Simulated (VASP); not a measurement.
# SnSe in VASP: single point with r2SCAN

Aim: the single point of SnSe with r2SCAN.

All numbers are computed with VASP 6.6.1; they aren't measurements. Logs are shortened: lines on timing, memory, paths and dates and some standing lists are left out, and cuts for length are marked.

### 1 The cell of the first run

The cell holds a slab with vacuum, 4 atoms: a = 4.285 Å, b = 4.285 Å, c = 10.991 Å, α = 90.00°, β = 90.00°, γ = 90.00°.

### 2 Single point, r2SCAN (atoms displaced along a vibrational mode)

File POSCAR:

```
SnSe
1.0
    4.2853274191      0.0000000000      0.0000000000
    0.0000000000      4.2853274191      0.0000000000
    0.0000000000      0.0000000000     10.9906921300
Sn Se
2 2
Direct
    0.5000000000      0.0000000000      0.3766341410
    0.0000000000      0.5000000000      0.6233658590
    0.5000000000      0.0000000000      0.6205887940
    0.0000000000      0.5000000000      0.3794112060
```

File INCAR.step1:

```
SYSTEM = SnSe
  ALGO = Normal
  EDIFF = 1E-4
  ENCUT = 520
  GGA = PE
  ISMEAR = 0
  LASPH = .TRUE.
  LCHARG = .FALSE.
  LREAL = .FALSE.
  LWAVE = .TRUE.
  NBANDS = 28
  NELM = 60
  PREC = Accurate
  SIGMA = 0.05
```

File INCAR.step2:

```
SYSTEM = SnSe
  ALGO = Normal
  EDIFF = 1E-6
  ENCUT = 520
  ISIF = 2
  ISMEAR = 0
  ISTART = 1
  LASPH = .TRUE.
  LCHARG = .TRUE.
  LELF = .TRUE.
  LMIXTAU = .TRUE.
  LREAL = .FALSE.
  LVHAR = .TRUE.
  LWAVE = .FALSE.
  METAGGA = R2SCAN
  NBANDS = 28
  NELM = 60
  PREC = Accurate
  SIGMA = 0.05
```

File KPOINTS:

```
k-points
0
G
  6 6 4
  0 0 0
```

Potentials or basis: VASP PAW PBE potentials, release 64 (Sn_d, Se).

Launch:

```sh
$ cat potpaw_PBE.64/Sn_d/POTCAR potpaw_PBE.64/Se/POTCAR > POTCAR
$ cp INCAR.step1 INCAR
$ mpirun -np 1 vasp_std > vasp.out
$ cp INCAR.step2 INCAR
$ mpirun -np 1 vasp_std > vasp.out
```

OUTCAR:

```text
SYSTEM = SnSe
   EDIFF = 1E-6
   ENCUT = 520
   ISIF = 2
   ISMEAR = 0
   ISTART = 1
   LASPH = .TRUE.
   LREAL = .FALSE.
   METAGGA = R2SCAN
   NELM = 60
   PREC = Accurate

 ion  position               nearest neighbor table
   1  0.500  0.000  0.377-   3 2.68   4 3.03   4 3.03   4 3.03   4 3.03
   2  0.000  0.500  0.623-   4 2.68   3 3.03   3 3.03   3 3.03   3 3.03
   3  0.500  0.000  0.621-   1 2.68   2 3.03   2 3.03   2 3.03   2 3.03
   4  0.000  0.500  0.379-   2 2.68   1 3.03   1 3.03   1 3.03   1 3.03

  LATTYP: Found a simple tetragonal cell.
 ALAT       =     4.2853274191
 C/A-ratio  =     2.5647263453

  Lattice vectors:

 A1 = (   4.2853274191,   0.0000000000,   0.0000000000)
 A2 = (   0.0000000000,   4.2853274191,   0.0000000000)
 A3 = (   0.0000000000,   0.0000000000,  10.9906921300)

Analysis of symmetry for initial positions (statically):
=====================================================================
 Subroutine PRICEL returns:
 Original cell was already a primitive cell.

 Routine SETGRP: Setting up the symmetry group for a
 simple tetragonal supercell.

 Subroutine GETGRP returns: Found 16 space group operations
 (whereof  8 operations were pure point group operations)
 out of a pool of 16 trial point group operations.

The static configuration has the point symmetry D_2d.
 The point group associated with its full space group is D_4h.

Analysis of symmetry for dynamics (positions and initial velocities):
=====================================================================
 Subroutine PRICEL returns:
 Original cell was already a primitive cell.

 Routine SETGRP: Setting up the symmetry group for a
 simple tetragonal supercell.

 Subroutine GETGRP returns: Found 16 space group operations
 (whereof  8 operations were pure point group operations)
 out of a pool of 16 trial point group operations.

The dynamic configuration has the point symmetry D_2d.
 The point group associated with its full space group is D_4h.

 Subroutine INISYM returns: Found 16 space group operations
 (whereof  8 operations are pure point group operations),
 and found     1 'primitive' translations

----------------------------------------------------------------------------------------

                                     Primitive cell

  volume of cell :     201.8334

  direct lattice vectors                    reciprocal lattice vectors
     4.285327419  0.000000000  0.000000000     0.233354398  0.000000000  0.000000000
     0.000000000  4.285327419  0.000000000     0.000000000  0.233354398  0.000000000
     0.000000000  0.000000000 10.990692130     0.000000000  0.000000000  0.090986081

  length of vectors
     4.285327419  4.285327419 10.990692130     0.233354398  0.233354398  0.090986081

  position of ions in fractional coordinates (direct lattice)
     0.500000000  0.000000000  0.376634141
     0.000000000  0.500000000  0.623365859
     0.500000000  0.000000000  0.620588794
     0.000000000  0.500000000  0.379411206

  ion indices of the primitive-cell ions
   primitive index   ion index
                 1           1
                 2           2
                 3           3
                 4           4

----------------------------------------------------------------------------------------

 KPOINTS: k-points

Automatic generation of k-mesh.
 Grid dimensions read from file:
 generate k-points for:    6    6    4

 Generating k-lattice:

  Cartesian coordinates                     Fractional coordinates (reciprocal lattice)
     0.038892400  0.000000000  0.000000000     0.166666667  0.000000000  0.000000000
     0.000000000  0.038892400  0.000000000     0.000000000  0.166666667  0.000000000
     0.000000000  0.000000000  0.022746520     0.000000000  0.000000000  0.250000000

  Length of vectors
     0.038892400  0.038892400  0.022746520

  Shift w.r.t. Gamma in fractional coordinates (k-lattice)
     0.000000000  0.000000000  0.000000000

 Subroutine IBZKPT returns following result:
 ===========================================

 Found     30 irreducible k-points:

 Following reciprocal coordinates:
            Coordinates               Weight
  0.000000  0.000000  0.000000      1.000000
  0.166667  0.000000  0.000000      4.000000
  0.333333  0.000000  0.000000      4.000000
  0.500000  0.000000  0.000000      2.000000
  0.166667  0.166667  0.000000      4.000000
  0.333333  0.166667  0.000000      8.000000
[... 16 lines left out ...]
  0.333333  0.000000  0.500000      4.000000
  0.500000  0.000000  0.500000      2.000000
 [... further k-points ...]
   k-points           NKPTS =     30   k-points in BZ     NKDIM =     30   number of bands    NBANDS=     28
   number of dos      NEDOS =    301   number of ions     NIONS =      4
   total plane-waves  NPLWV =  86016
   dimension x,y,z NGX =    32 NGY =   32 NGZ =   84
   dimension x,y,z NGXF=    64 NGYF=   64 NGZF=  168
   ions per type =               2   2
   NGX,Y,Z   is equivalent  to a cutoff of  12.41, 12.41, 12.71 a.u.
   NGXF,Y,Z  is equivalent  to a cutoff of  24.83, 24.83, 25.41 a.u.
 SYSTEM =  SnSe
   PREC   = accura    normal or accurate (medium, high low for compatibility)
   ISTART =      1    job   : 0-new  1-cont  2-samecut
   ICHARG =      0    charge: 1-file 2-atom 10-const
   ISPIN  =      1    spin polarized calculation?
   LNONCOLLINEAR =      F non collinear calculations
   LSORBIT =      F    spin-orbit coupling
   LASPH  =      T    aspherical Exc in radial PAW
   ENCUT  =  520.0 eV  38.22 Ry    6.18 a.u.   7.97  7.97 20.44*2*pi/ulx,y,z
   NELM   =     60;   NELMIN=  2; NELMDL=  0     # of ELM steps
   EDIFF  = 0.1E-05   stopping-criterion for ELM
   LREAL  =      F    real-space projection
   EDIFFG = 0.1E-04   stopping-criterion for IOM
   NSW    =      0    number of steps for IOM
   IBRION =     -1    ionic relax: 0-MD 1-quasi-New 2-CG
   NFREE  =      0    steps in history (QN), initial steepest desc. (CG)
   ISIF   =      2    stress and relaxation
   ISYM   =      2    0-nonsym 1-usesym 2-fastsym
   POTIM  = 0.5000    time-step for ionic-motion
   TEBEG  =    0.0;   TEEND  =   0.0 temperature during run
   PSTRESS=    0.0 pullay stress
   NELECT =      40.0000    total number of electrons
   NUPDOWN=      -1.0000    fix difference up-down
   EMIN   =  10.00;   EMAX   =-10.00  energy-range for DOS
   EFERMI =   0.00;   METHOD = LEGACY
   ISMEAR =     0;   SIGMA  =   0.05  broadening in eV -4-tet -1-fermi 0-gaus
   EFERMI_NEDOS =   21; number of points for ismear=-14 and -15
   IALGO  =     38    algorithm
   IMIX   =      4    mixing-type and parameters
     AMIX     =   0.40;   BMIX     =  1.00
     AMIX_MAG =   1.60;   BMIX_MAG =  1.00
  volume/ion in A,a.u.               =      50.46       340.51
  Fermi-wavevector in a.u.,A,eV,Ry     =   0.954473  1.803693 12.395171  0.911019
  Thomas-Fermi vector in A             =   2.083223
   LORBIT       =      0    0 simple, 1 ext, 2 COOP (PROOUT), +10 PAW based schemes
   METAGGA = R2SCAN    functional components
   LHFCALC =     F    Hartree Fock is set to
   AEXX    =    0.0000 exact exchange contribution
   IVDW    =     0    specifies the selected vdW correction
   LEPSILON=     F    determine dielectric tensor
   LRPA    =     F    only Hartree local field effects (RPA)
 non-spin polarized calculation
 Gauss-broadening in eV      SIGMA  =   0.05
  energy-cutoff  :      520.00
  volume of cell :      201.83
 maximum number of plane-waves:      5480
 NGX is ok and might be reduce to    32
   NGX = 15   NGY = 15   NGZ = 41

 number of electron      40.0000018 magnetization

 Free energy of the ion-electron system (eV)
  ---------------------------------------------------
  ext. energy  EPLUGINS =         0.00000000
  ---------------------------------------------------
  free energy    TOTEN  =       -79.56485225 eV

  energy without entropy =      -79.56485225  energy(sigma->0) =      -79.56485225

 E-fermi :   0.7278     XC(G=0):  -6.2009

 val. band max:        0.4902359146   @ k =   0.3333   0.0000   0.5000
 cond. band min:       2.2569557943   @ k =   0.5000   0.0000   0.0000
 fundamental gap:      1.7667198797
 Fermi energy:         0.7277658284

 k-point     1 :       0.0000    0.0000    0.0000
  band No.  band energies     occupation
      1     -21.3209      2.00000
      2     -21.3172      2.00000
      3     -21.3142      2.00000
      4     -21.3082      2.00000
      5     -21.3050      2.00000
      6     -21.2693      2.00000
[... 20 lines left out ...]
     27       6.5165      0.00000
     28       6.5165      0.00000

 k-point     2 :       0.1667    0.0000    0.0000
  band No.  band energies     occupation
      1     -21.3189      2.00000
      2     -21.3183      2.00000
      3     -21.3124      2.00000
      4     -21.3112      2.00000
      5     -21.3007      2.00000
      6     -21.2699      2.00000
[... 20 lines left out ...]
     27       6.0326      0.00000
     28       6.1924      0.00000

 k-point     3 :       0.3333    0.0000    0.0000
  band No.  band energies     occupation
      1     -21.3218      2.00000
      2     -21.3175      2.00000
      3     -21.3133      2.00000
      4     -21.3095      2.00000
      5     -21.2899      2.00000
      6     -21.2725      2.00000
[... 20 lines left out ...]
     27       5.8415      0.00000
     28       7.5198      0.00000

 k-point     4 :       0.5000    0.0000    0.0000
  band No.  band energies     occupation
      1     -21.3219      2.00000
      2     -21.3219      2.00000
      3     -21.3096      2.00000
      4     -21.3096      2.00000
      5     -21.2791      2.00000
      6     -21.2791      2.00000
[... 578 lines left out ...]
     27       6.0069      0.00000
     28       6.2122      0.00000

 k-point    23 :       0.3333    0.0000    0.5000
  band No.  band energies     occupation
      1     -21.3218      2.00000
      2     -21.3175      2.00000
      3     -21.3133      2.00000
      4     -21.3095      2.00000
      5     -21.2899      2.00000
      6     -21.2725      2.00000
[... 20 lines left out ...]
     27       6.4961      0.00000
     28       7.3193      0.00000

 k-point    24 :       0.5000    0.0000    0.5000
  band No.  band energies     occupation
      1     -21.3219      2.00000
      2     -21.3219      2.00000
      3     -21.3096      2.00000
      4     -21.3096      2.00000
      5     -21.2791      2.00000
      6     -21.2791      2.00000
[... 20 lines left out ...]
     27       7.2801      0.00000
     28       7.2801      0.00000

 [... further k-points ...]

------------------------ aborting loop because EDIFF is reached ----------------------------------------

  FORCE on cell =-STRESS in cart. coord.  units (eV):
  Direction    XX          YY          ZZ          XY          YZ          ZX
  --------------------------------------------------------------------------------------
  -------------------------------------------------------------------------------------
  Total        0.1811524      0.1811524      0.0672233      0.0000000     -0.0000000      0.0000000
  in kB        1.4380088      1.4380088      0.5336265      0.0000000     -0.0000000      0.0000000
  external PRESSURE =       1.1365480 kB  Pullay stress =       0.0000000 kB

 VOLUME and BASIS-vectors are now :
 -----------------------------------------------------------------------------
  energy-cutoff  :      520.00
  volume of cell :      201.83
      direct lattice vectors                 reciprocal lattice vectors
     4.285327419  0.000000000  0.000000000     0.233354398  0.000000000  0.000000000
     0.000000000  4.285327419  0.000000000     0.000000000  0.233354398  0.000000000
     0.000000000  0.000000000 10.990692130     0.000000000  0.000000000  0.090986081

 POSITION                                       TOTAL-FORCE (eV/Angst)
 -----------------------------------------------------------------------------------
      2.14266      0.00000      4.13947        -0.000000      0.000000     -0.090894
      0.00000      2.14266      6.85122         0.000000      0.000000      0.090894
      2.14266      0.00000      6.82070        -0.000000     -0.000000     -0.049820
      0.00000      2.14266      4.16999         0.000000      0.000000      0.049820
 -----------------------------------------------------------------------------------
    total drift:                                0.000000      0.000000      0.000000

  FREE ENERGIE OF THE ION-ELECTRON SYSTEM (eV)
  ---------------------------------------------------
  free  energy   TOTEN  =       -79.5648522509 eV

  energy  without entropy=      -79.5648522509  energy(sigma->0) =      -79.56485225
```

It took 10 min on 1 thread of Intel Xeon Platinum 8259CL at 2.50GHz (Skylake/Cascade Lake), shared host; peak memory 0.4 GiB.

What came out:

- Free energy: -79.5649 eV
- Largest force: 0.091 eV/Å
- Band gap on the k mesh: 1.77 eV

Forces on the atoms (eV/Å):
```
Sn   0.000  0.000 -0.091
Sn   0.000  0.000  0.091
Se   0.000  0.000 -0.050
Se   0.000  0.000  0.050
```

Caveat: the cell differs from its parent crystal (atoms displaced along a vibrational mode); the PAW data sets were made with another functional, which shifts forces and pressure a little; spin-orbit coupling is left out, which moves the levels of the heavy elements.
